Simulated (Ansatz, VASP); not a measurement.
One calculation of Cd, two programs

```
CELL_PARAMETERS angstrom
3.00147 0.00000 0.00000
-1.50073 2.59935 0.00000
0.00000 0.00000 5.53339
ATOMIC_POSITIONS crystal
Cd 0.33333 0.66667 0.25000
Cd 0.66667 0.33333 0.75000
```

Change from the starting cell: z stretched by -1.5 % at fixed volume, crystal datasets.

Alike in both runs: task electric field gradients; functional PBE; k mesh 16 × 16 × 7; occupations fermi-dirac, width 0.05 eV; no spin polarisation.

```csv
,VASP,Ansatz
version,VASP 6.6.1,Ansatz 0.2.0
potentials or method,"VASP PAW PBE potentials, release 64 (Cd), cutoff 520 eV","all-electron PAW with datasets made for the crystal, scalar-relativistic"
```

Ansatz gave:

- pressure (GPa): 2.6
- traceless stress, the component that is largest in VASP (GPa): -0.25
- size of Vzz on the site where it differs most (V/Å²): 62.8

Q: What did VASP give for the same quantities?

A: Pressure (GPa): 2.9; traceless stress, the component that is largest in VASP (GPa): -0.39; size of Vzz on the site where it differs most (V/Å²): 66.6.

Ansatz ran all-electron here, and VASP with PAW potentials.
